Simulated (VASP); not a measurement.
# Ge in VASP: a series of runs

Runs on Ge. Level: PBE. Tasks: single point.

Everything below comes from runs of VASP 6.6.1. Logs are shortened: lines on timing, memory, paths and dates and some standing lists are left out, and cuts for length are marked.

### Step 1. The cell of the first run

It takes space group P4/mmm (No. 123, tetragonal). The conventional cell has a = 2.761 Å, b = 2.761 Å, c = 2.658 Å, α = 90.00°, β = 90.00°, γ = 90.00°. Within 3.5 Å of Ge (site symmetry 4/mmm) lie 6 Ge at 2.66 to 2.76 Å.

### Step 2. Single point, PBE

INCAR

```
SYSTEM = Ge
PREC     = Accurate       ! precision mode
ENCUT    = 520            ! plane-wave cutoff, eV
EDIFF    = 1E-6           ! SCF threshold, eV
ISMEAR   = 0              ! smearing method
SIGMA    = 0.1            ! smearing width, eV
LREAL    = .False.        ! projectors in reciprocal space
LASPH    = .True.         ! aspherical terms in the spheres
NELM     = 80             ! most SCF steps
ALGO     = Normal         ! electronic algorithm
ISIF     = 2              ! what is computed and relaxed
LWAVE    = .False.        ! write WAVECAR
LCHARG   = .True.         ! write CHGCAR
GGA      = PE             ! functional
LELF     = .True.         ! ELF
LVHAR    = .True.       
NBANDS   = 13             ! bands
```

KPOINTS

```
regular mesh
0
Gamma
  6 6 6
  0 0 0
```

POSCAR

```
Ge
1.0
    2.7611775775      0.0000000000      0.0000000000
    0.0000000000      2.7611775775      0.0000000000
    0.0000000000      0.0000000000      2.6581553585
Ge
1
Direct
    0.5000000000      0.5000000000      0.5000000000
```

Potentials or basis: VASP PAW PBE potentials, release 64 (Ge_d).

Started as:

```bash
$ cat potpaw_PBE.64/Ge_d/POTCAR > POTCAR
$ mpirun -np 1 vasp_std > vasp.out
```

OUTCAR:

```text
SYSTEM = Ge
   PREC = Accurate
   ENCUT = 520
   EDIFF = 1E-6
   ISMEAR = 0
   LREAL = .False.
   LASPH = .True.
   NELM = 80
   ISIF = 2
   GGA = PE

 ion  position               nearest neighbor table
   1  0.500  0.500  0.500-

  LATTYP: Found a simple tetragonal cell.
 ALAT       =     2.7611775775
 C/A-ratio  =     0.9626890281

  Lattice vectors:

 A1 = (   2.7611775775,   0.0000000000,   0.0000000000)
 A2 = (   0.0000000000,   2.7611775775,   0.0000000000)
 A3 = (   0.0000000000,   0.0000000000,   2.6581553585)

Analysis of symmetry for initial positions (statically):
=====================================================================
 Subroutine PRICEL returns:
 Original cell was already a primitive cell.

 Routine SETGRP: Setting up the symmetry group for a
 simple tetragonal supercell.

 Subroutine GETGRP returns: Found 16 space group operations
 (whereof 16 operations were pure point group operations)
 out of a pool of 16 trial point group operations.

The static configuration has the point symmetry D_4h.

Analysis of symmetry for dynamics (positions and initial velocities):
=====================================================================
 Subroutine PRICEL returns:
 Original cell was already a primitive cell.

 Routine SETGRP: Setting up the symmetry group for a
 simple tetragonal supercell.

 Subroutine GETGRP returns: Found 16 space group operations
 (whereof 16 operations were pure point group operations)
 out of a pool of 16 trial point group operations.

The dynamic configuration has the point symmetry D_4h.

 Subroutine INISYM returns: Found 16 space group operations
 (whereof 16 operations are pure point group operations),
 and found     1 'primitive' translations

----------------------------------------------------------------------------------------

                                     Primitive cell

  volume of cell :      20.2660

  direct lattice vectors                    reciprocal lattice vectors
     2.761177577  0.000000000  0.000000000     0.362164320  0.000000000  0.000000000
     0.000000000  2.761177577  0.000000000     0.000000000  0.362164320  0.000000000
     0.000000000  0.000000000  2.658155359     0.000000000  0.000000000  0.376200735

  length of vectors
     2.761177577  2.761177577  2.658155359     0.362164320  0.362164320  0.376200735

  position of ions in fractional coordinates (direct lattice)
     0.500000000  0.500000000  0.500000000

  ion indices of the primitive-cell ions
   primitive index   ion index
                 1           1

----------------------------------------------------------------------------------------

 KPOINTS: regular mesh

Automatic generation of k-mesh.
 Grid dimensions read from file:
 generate k-points for:    6    6    6

 Generating k-lattice:

  Cartesian coordinates                     Fractional coordinates (reciprocal lattice)
     0.060360720  0.000000000  0.000000000     0.166666667  0.000000000  0.000000000
     0.000000000  0.060360720  0.000000000     0.000000000  0.166666667  0.000000000
     0.000000000  0.000000000  0.062700123     0.000000000  0.000000000  0.166666667

  Length of vectors
     0.060360720  0.060360720  0.062700123

  Shift w.r.t. Gamma in fractional coordinates (k-lattice)
     0.000000000  0.000000000  0.000000000

 Subroutine IBZKPT returns following result:
 ===========================================

 Found     40 irreducible k-points:

 Following reciprocal coordinates:
            Coordinates               Weight
  0.000000  0.000000  0.000000      1.000000
  0.166667  0.000000  0.000000      4.000000
  0.333333  0.000000  0.000000      4.000000
  0.500000  0.000000  0.000000      2.000000
  0.166667  0.166667  0.000000      4.000000
  0.333333  0.166667  0.000000      8.000000
[... 16 lines left out ...]
  0.333333  0.000000  0.333333      8.000000
  0.500000  0.000000  0.333333      4.000000
 [... further k-points ...]
   k-points           NKPTS =     40   k-points in BZ     NKDIM =     40   number of bands    NBANDS=     13
   number of dos      NEDOS =    301   number of ions     NIONS =      1
   total plane-waves  NPLWV =  11520
   dimension x,y,z NGX =    24 NGY =   24 NGZ =   20
   dimension x,y,z NGXF=    48 NGYF=   48 NGZF=   40
   ions per type =               1
   NGX,Y,Z   is equivalent  to a cutoff of  14.45, 14.45, 12.51 a.u.
   NGXF,Y,Z  is equivalent  to a cutoff of  28.90, 28.90, 25.02 a.u.
 SYSTEM =  Ge
   PREC   = accura    normal or accurate (medium, high low for compatibility)
   ISTART =      0    job   : 0-new  1-cont  2-samecut
   ICHARG =      2    charge: 1-file 2-atom 10-const
   ISPIN  =      1    spin polarized calculation?
   LNONCOLLINEAR =      F non collinear calculations
   LSORBIT =      F    spin-orbit coupling
   LASPH  =      T    aspherical Exc in radial PAW
   ENCUT  =  520.0 eV  38.22 Ry    6.18 a.u.   5.13  5.13  4.94*2*pi/ulx,y,z
   NELM   =     80;   NELMIN=  2; NELMDL= -5     # of ELM steps
   EDIFF  = 0.1E-05   stopping-criterion for ELM
   LREAL  =      F    real-space projection
   EDIFFG = 0.1E-04   stopping-criterion for IOM
   NSW    =      0    number of steps for IOM
   IBRION =     -1    ionic relax: 0-MD 1-quasi-New 2-CG
   NFREE  =      0    steps in history (QN), initial steepest desc. (CG)
   ISIF   =      2    stress and relaxation
   ISYM   =      2    0-nonsym 1-usesym 2-fastsym
   POTIM  = 0.5000    time-step for ionic-motion
   TEBEG  =    0.0;   TEEND  =   0.0 temperature during run
   PSTRESS=    0.0 pullay stress
   NELECT =      14.0000    total number of electrons
   NUPDOWN=      -1.0000    fix difference up-down
   EMIN   =  10.00;   EMAX   =-10.00  energy-range for DOS
   EFERMI =   0.00;   METHOD = LEGACY
   ISMEAR =     0;   SIGMA  =   0.10  broadening in eV -4-tet -1-fermi 0-gaus
   EFERMI_NEDOS =   21; number of points for ismear=-14 and -15
   IALGO  =     38    algorithm
   IMIX   =      4    mixing-type and parameters
     AMIX     =   0.40;   BMIX     =  1.00
     AMIX_MAG =   1.60;   BMIX_MAG =  1.00
  volume/ion in A,a.u.               =      20.27       136.76
  Fermi-wavevector in a.u.,A,eV,Ry     =   1.447198  2.734807 28.495782  2.094381
  Thomas-Fermi vector in A             =   2.565180
   LORBIT       =      0    0 simple, 1 ext, 2 COOP (PROOUT), +10 PAW based schemes
   GGA     = PE    functional components
   LHFCALC =     F    Hartree Fock is set to
   AEXX    =    0.0000 exact exchange contribution
   IVDW    =     0    specifies the selected vdW correction
   LEPSILON=     F    determine dielectric tensor
   LRPA    =     F    only Hartree local field effects (RPA)
 non-spin polarized calculation
 Gauss-broadening in eV      SIGMA  =   0.10
  energy-cutoff  :      520.00
  volume of cell :       20.27
 maximum number of plane-waves:       554
 NGX is ok and might be reduce to    24

 number of electron      14.0000001 magnetization

 Free energy of the ion-electron system (eV)
  ---------------------------------------------------
  ext. energy  EPLUGINS =         0.00000000
  ---------------------------------------------------
  free energy    TOTEN  =        -4.26842157 eV

  energy without entropy =       -4.26768525  energy(sigma->0) =       -4.26805341

 E-fermi :   5.7170     XC(G=0): -10.8298

 val. band max:        5.6595948795   @ k =   0.5000   0.5000   0.5000
 cond. band min:       5.8187656087   @ k =   0.5000   0.3333   0.0000
 fundamental gap:      0.1591707292
 Fermi energy:         5.7169666507

 k-point     1 :       0.0000    0.0000    0.0000
  band No.  band energies     occupation
      1     -18.9601      2.00000
      2     -18.9338      2.00000
      3     -18.7248      2.00000
      4     -18.7071      2.00000
      5     -18.7071      2.00000
      6      -6.8732      2.00000
      7      11.7509      0.00000
      8      11.7509      0.00000
      9      13.1847      0.00000
     10      15.3272      0.00000
     11      15.8144      0.00000
     12      18.2427      0.00000
     13      33.2935      0.00000

 k-point     2 :       0.1667    0.0000    0.0000
  band No.  band energies     occupation
      1     -18.9534      2.00000
      2     -18.8971      2.00000
      3     -18.7383      2.00000
      4     -18.7200      2.00000
      5     -18.7060      2.00000
      6      -6.3593      2.00000
      7       7.4802      0.00000
      8      12.2280      0.00000
      9      13.6637      0.00000
     10      16.0782      0.00000
     11      18.1139      0.00000
     12      21.2608      0.00000
     13      27.7047      0.00000

 k-point     3 :       0.3333    0.0000    0.0000
  band No.  band energies     occupation
      1     -18.9465      2.00000
      2     -18.8175      2.00000
      3     -18.7653      2.00000
      4     -18.7457      2.00000
      5     -18.7039      2.00000
      6      -4.8868      2.00000
      7       2.8088      2.00000
      8      13.4597      0.00000
      9      14.9006      0.00000
     10      17.4114      0.00000
     11      19.5615      0.00000
     12      23.3440      0.00000
     13      24.3171      0.00000
[... 305 lines left out ...]
 k-point    23 :       0.3333    0.0000    0.3333
  band No.  band energies     occupation
      1     -18.8581      2.00000
      2     -18.8196      2.00000
      3     -18.7608      2.00000
      4     -18.7586      2.00000
      5     -18.7170      2.00000
      6      -2.6574      2.00000
      7       4.5601      2.00000
      8       5.5021      1.99763
      9      13.5467      0.00000
     10      15.4443      0.00000
     11      20.2132      0.00000
     12      25.0971      0.00000
     13      25.7508      0.00000

 k-point    24 :       0.5000    0.0000    0.3333
  band No.  band energies     occupation
      1     -18.8474      2.00000
      2     -18.8377      2.00000
      3     -18.7717      2.00000
      4     -18.7591      2.00000
      5     -18.6817      2.00000
      6      -1.2026      2.00000
      7       2.3318      2.00000
      8       6.2902      0.00000
      9      11.4187      0.00000
     10      16.3364      0.00000
     11      22.0874      0.00000
     12      23.2973      0.00000
     13      23.4433      0.00000

 [... further k-points ...]

------------------------ aborting loop because EDIFF is reached ----------------------------------------

  FORCE on cell =-STRESS in cart. coord.  units (eV):
  Direction    XX          YY          ZZ          XY          YZ          ZX
  --------------------------------------------------------------------------------------
  -------------------------------------------------------------------------------------
  Total       -0.3174792     -0.3174792      0.0560713      0.0000000      0.0000000      0.0000000
  in kB      -25.0990271    -25.0990271      4.4328422      0.0000000      0.0000000      0.0000000
  external PRESSURE =     -15.2550707 kB  Pullay stress =       0.0000000 kB

 VOLUME and BASIS-vectors are now :
 -----------------------------------------------------------------------------
  energy-cutoff  :      520.00
  volume of cell :       20.27
      direct lattice vectors                 reciprocal lattice vectors
     2.761177577  0.000000000  0.000000000     0.362164320  0.000000000  0.000000000
     0.000000000  2.761177577  0.000000000     0.000000000  0.362164320  0.000000000
     0.000000000  0.000000000  2.658155359     0.000000000  0.000000000  0.376200735

 POSITION                                       TOTAL-FORCE (eV/Angst)
 -----------------------------------------------------------------------------------
      1.38059      1.38059      1.32908         0.000000      0.000000      0.000000
 -----------------------------------------------------------------------------------
    total drift:                                0.000000     -0.000000     -0.000000

  FREE ENERGIE OF THE ION-ELECTRON SYSTEM (eV)
  ---------------------------------------------------
  free  energy   TOTEN  =        -4.2684215724 eV

  energy  without entropy=       -4.2676852482  energy(sigma->0) =       -4.26805341
```

Run time: 5.2 s. Hardware: 1 thread of AMD EPYC 9R45 (Zen 5), shared host; peak memory 0.1 GiB.

Results:

```
Free energy            : -4.2684 eV
Pressure               : -1.5 GPa
Band gap on the k mesh : zero (band 7 reaches 11.75 eV, above the bottom of band 8 at 3.13 eV)
```

Caveat: the k points lie up to 0.39 Å⁻¹ apart.

### Step 3. Single point, PBE

This run uses another cell than the first one: it holds 2 atoms, not 1.

INCAR

```
  PREC = Accurate
  ENCUT = 520
  EDIFF = 1E-6
  ISMEAR = 0
  SIGMA = 0.1
  LREAL = False
  LASPH = True
  NELM = 100
  ALGO = Normal
  ISIF = 2
  LWAVE = False
  LCHARG = False
  GGA = PE
  NBANDS = 21
```

KPOINTS

```
Automatic mesh
0
Gamma
  6 6 6
```

POSCAR

```
Ge
1.0
    3.8034345635      0.0000000000      0.0000000000
    0.0000000000      3.8034345635      0.0000000000
    0.0000000000      0.0000000000      2.7664778188
Ge
2
Direct
    0.5000000000      0.0000000000      0.5034656600
    0.0000000000      0.5000000000      0.4965343400
```

Potentials or basis: VASP PAW PBE potentials, release 64 (Ge_d).

Started as:

```bash
$ cat potpaw_PBE.64/Ge_d/POTCAR > POTCAR
$ mpirun -np 1 vasp_std > vasp.out
```

Wall time 10 s (1 thread of AMD EPYC 9R45 (Zen 5), shared host); peak memory 0.13 GiB.

Results (log left out):

```yaml
Free_energy: -8.5183 eV
Pressure: -0.1 GPa
Largest_force: 0.004 eV/Å
Band_gap_on_the_k_mesh: zero (band 14 reaches 6.98 eV, above the bottom of band 15 at 3.52 eV)
```

Forces on the atoms (eV/Å):
```
Ge   0.000  0.000 -0.004
Ge   0.000  0.000  0.004
```

Stress tensor (GPa, compression positive):
```
 0.13  0.00  0.00
 0.00  0.13  0.00
 0.00  0.00 -0.49
```

Levels at points of the mesh, in eV from the Fermi level:
| k point | band 12 | band 13 | band 14 | band 15 | band 16 | band 17 |
| --- | --- | --- | --- | --- | --- | --- |
| (0.00, 0.00, 0.00) | -4.83 | -2.47 | -2.47 | 3.22 | 5.81 | 6.85 |
| (0.50, 0.00, 0.00) | -10.30 | 0.32 | 0.32 | 1.28 | 1.28 | 8.09 |
| (0.50, 0.50, 0.00) | -8.92 | -5.61 | -5.61 | 8.76 | 8.76 | 9.80 |
| (0.00, 0.00, 0.50) | -5.59 | -0.66 | 0.12 | 0.12 | 0.58 | 6.66 |
| (0.50, 0.00, 0.50) | -6.92 | -3.25 | -3.25 | 2.96 | 2.96 | 4.77 |
| (0.50, 0.50, 0.50) | -5.33 | -2.82 | -2.82 | -2.41 | -2.41 | 3.10 |

Caveat: the k points lie up to 0.38 Å⁻¹ apart.
